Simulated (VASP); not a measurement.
# O (Fmmm) in VASP: settings compared, part 3 of 3

VASP 6.6.1.

## 4. Electric field gradients, r2SCAN

POSCAR

```
O
1.0
    0.0000000000      2.1075500000      3.3448500000
    1.4783500000      0.0000000000      3.3448500000
    1.4783500000      2.1075500000      0.0000000000
O
2
Direct
    0.0871000000      0.0871000000      0.9129000000
    0.9129000000      0.9129000000      0.0871000000
```

INCAR.step1

```
PREC     = Accurate       # precision mode
ENCUT    = 520            # plane-wave cutoff, eV
ISMEAR   = -1             # smearing method
SIGMA    = 0.01           # smearing width, eV
LREAL    = False          # projectors in reciprocal space
LASPH    = True           # aspherical terms in the spheres
NELM     = 60             # most SCF steps
NBANDS   = 13             # bands
GGA      = PE             # functional
ALGO     = Normal         # electronic algorithm
EDIFF    = 1E-4           # SCF threshold, eV
LWAVE    = True           # write WAVECAR
LCHARG   = False          # write CHGCAR
```

INCAR.step2

```
PREC     = Accurate       # precision mode
ENCUT    = 520            # plane-wave cutoff, eV
EDIFF    = 1E-8           # SCF threshold, eV
ISMEAR   = -1             # smearing method
SIGMA    = 0.01           # smearing width, eV
LREAL    = False          # projectors in reciprocal space
LASPH    = True           # aspherical terms in the spheres
NELM     = 60             # most SCF steps
ALGO     = Normal         # electronic algorithm
ISIF     = 2              # what is computed and relaxed
LWAVE    = False          # write WAVECAR
LCHARG   = False          # write CHGCAR
METAGGA  = R2SCAN         # meta-GGA
LMIXTAU  = True         
LEFG     = True         
NBANDS   = 13             # bands
ISTART   = 1
```

KPOINTS

```
Automatic mesh
0
Gamma
  12 12 12
```

Potentials or basis: VASP PAW PBE potentials, release 64 (O).

Started as:

```sh
$ cat potpaw_PBE.64/O/POTCAR > POTCAR
$ cp INCAR.step1 INCAR
$ mpirun -np 1 vasp_std > vasp.out
$ cp INCAR.step2 INCAR
$ mpirun -np 1 vasp_std > vasp.out
```

OUTCAR:

```text
PREC = Accurate
   ENCUT = 520
   EDIFF = 1E-8
   ISMEAR = -1
   LREAL = False
   LASPH = True
   NELM = 60
   ISIF = 2
   METAGGA = R2SCAN
   ISTART = 1

 ion  position               nearest neighbor table
   1  0.087  0.087  0.913-   2 1.17
   2  0.913  0.913  0.087-   1 1.17

  LATTYP: Found a face centered orthorhombic cell.
 ALAT       =     2.9567000000
 B/A-ratio  =     1.4256096324
 C/A-ratio  =     2.2625562282

  Lattice vectors:

 A1 = (   0.0000000000,   2.1075500000,   3.3448500000)
[... 597 lines left out ...]
  ---------------------------------------------------
  free  energy   TOTEN  =       -11.0580179455 eV

  energy  without entropy=      -11.0575497127  energy(sigma->0) =      -11.05778383

 Electric field gradients (V/A^2)
---------------------------------------------------------------------
 ion       V_xx      V_yy      V_zz      V_xy      V_xz      V_yz
---------------------------------------------------------------------
   1     -63.849   -49.933   113.781    -0.000     0.003     0.002
   2     -63.849   -49.933   113.781    -0.000     0.003     0.002
---------------------------------------------------------------------

 Electric field gradients after diagonalization (V/A^2)
 (convention: |V_zz| > |V_xx| > |V_yy|)
----------------------------------------------------------------------
 ion       V_xx      V_yy      V_zz     asymmetry (V_yy - V_xx)/ V_zz
----------------------------------------------------------------------
   1     -63.849   -49.933   113.781       0.122
   2     -63.849   -49.933   113.781       0.122
----------------------------------------------------------------------

           NMR quadrupolar parameters

 Cq : quadrupolar parameter    Cq=e*Q*V_zz/h
 eta: asymmetry parameters     (V_yy - V_xx)/ V_zz
 Q  : nuclear electric quadrupole moment in mb (millibarn)
----------------------------------------------------------------------
 ion       Cq(MHz)       eta       Q (mb)
----------------------------------------------------------------------
   1       0.275       0.122       1.000
   2       0.275       0.122       1.000
----------------------------------------------------------------------
```

OUTCAR.step1:

```text
PREC = Accurate
   ENCUT = 520
   ISMEAR = -1
   LREAL = False
   LASPH = True
[... 607 lines left out ...]
      1.47835      2.10755      0.58267         0.000000      0.000000      5.743070
      1.47835      2.10755      6.10703         0.000000      0.000000     -5.743070
 -----------------------------------------------------------------------------------
    total drift:                                0.000000      0.000000      0.000000

  FREE ENERGIE OF THE ION-ELECTRON SYSTEM (eV)
  ---------------------------------------------------
  free  energy   TOTEN  =        -9.3121208316 eV

  energy  without entropy=       -9.3116470222  energy(sigma->0) =       -9.31188393
```

OSZICAR.step1:

```text
N       E                     dE             d eps       ncg     rms          rms(c)
DAV:   1     0.362842172543E+02    0.36284E+02   -0.65720E+03  7541   0.865E+02
DAV:   2    -0.843046363773E+01   -0.44715E+02   -0.42928E+02  9315   0.187E+02
DAV:   3    -0.965786012163E+01   -0.12274E+01   -0.12171E+01  8158   0.276E+01
DAV:   4    -0.966095681426E+01   -0.30967E-02   -0.30966E-02  8358   0.169E+00
DAV:   5    -0.966096766247E+01   -0.10848E-04   -0.10848E-04  8131   0.919E-02    0.472E+00
DAV:   6    -0.937275376756E+01    0.28821E+00   -0.25769E-01  8125   0.466E+00    0.246E+00
DAV:   7    -0.930948962637E+01    0.63264E-01   -0.23060E-01  8545   0.428E+00    0.505E-01
DAV:   8    -0.931208183170E+01   -0.25922E-02   -0.14960E-02  7530   0.107E+00    0.839E-02
DAV:   9    -0.931212083158E+01   -0.39000E-04   -0.22658E-04  8550   0.136E-01
   1 F= -.93121208E+01 E0= -.93118839E+01  d E =-.473809E-03
```

Run time: 11 min. Hardware: 1 thread of Intel Xeon 8259CL, shared host; peak memory 0.19 GiB.

Results:

* Free energy: -11.0580 eV
* Pressure: 12.9 GPa
* Largest force: 5.262 eV/Å
* Band gap on the k mesh: zero (bands 6 and 7 overlap by 1.82 eV)
* Largest electric field gradient by atom: O +113.8 V/Å²

Forces on the atoms (eV/Å):
```
O    0.000  0.000  5.262
O    0.000  0.000 -5.262
```

Levels at points of the mesh, in eV from the Fermi level:
| k point | band 3 | band 4 | band 5 | band 6 | band 7 | band 8 | band 9 | band 10 |
| --- | --- | --- | --- | --- | --- | --- | --- | --- |
| (0.00, 0.00, 0.00) | -10.00 | -6.94 | -6.61 | 0.61 | 1.20 | 10.03 | 12.93 | 16.38 |
| (0.50, 0.00, 0.00) | -9.87 | -8.16 | -6.98 | -1.41 | 0.95 | 11.39 | 14.77 | 16.41 |
| (0.50, 0.50, 0.00) | -7.58 | -7.16 | -6.63 | 1.17 | 1.28 | 9.07 | 9.85 | 15.85 |
| (0.50, 0.00, 0.50) | -10.01 | -8.36 | -8.07 | -0.81 | -0.49 | 12.56 | 12.99 | 14.75 |
| (0.00, 0.50, 0.50) | -9.60 | -8.37 | -7.05 | -2.09 | 0.34 | 11.56 | 11.95 | 17.53 |

Electric field gradients, principal values (V/Å²):
| atom | least | middle | greatest (by size) |
| --- | --- | --- | --- |
| 1 O | -49.933 | -63.849 | 113.781 |
| 2 O | -49.933 | -63.849 | 113.781 |

Caveat: the standard files for N, O and F lose accuracy on very short bonds; spin is off for a triplet molecule; the stress differs along the axes, from -10 to 55 GPa; without QUAD_EFG the Cq values of the log hold for a quadrupole moment of 1 mb, not for the nuclei; the PAW data sets were made with another functional, which shifts forces and pressure a little.

## 5. Summary

| level | potentials or basis | gap on the mesh (eV) | pressure (GPa) | largest force (eV/Å) |
| --- | --- | --- | --- | --- |
| LDA | VASP PAW LDA potentials, release 64 (O) | none | 8.3 | 5.00 |
| PBEsol | VASP PAW PBE potentials, release 64 (O) | none | 13.5 | 5.42 |
| r2SCAN | VASP PAW PBE potentials, release 64 (O) | none | 12.9 | 5.26 |

Alike in all rows: task electric field gradients; no spin polarisation; cell as given; k mesh 12 × 12 × 12; cutoff (eV) 520; smearing fermi-dirac 0.01 eV.

Caveats: the standard files for N, O and F lose accuracy on very short bonds; spin is off for a triplet molecule; the PAW data sets were made with another functional, which shifts forces and pressure a little (at least some runs); the stress differs along the axes, from -15 to 49 GPa (at least some runs); forces of over 1 eV/Å act on the atoms, so gaps and moduli don't describe the material at rest (at least some runs); the stress differs along the axes, from -10 to 56 GPa (at least some runs); this functional lacks dispersion, which holds the molecules together, so the pressure and a relaxed volume are unreliable (at least some runs).

Absolute energies hang on the potentials; compare differences alone.
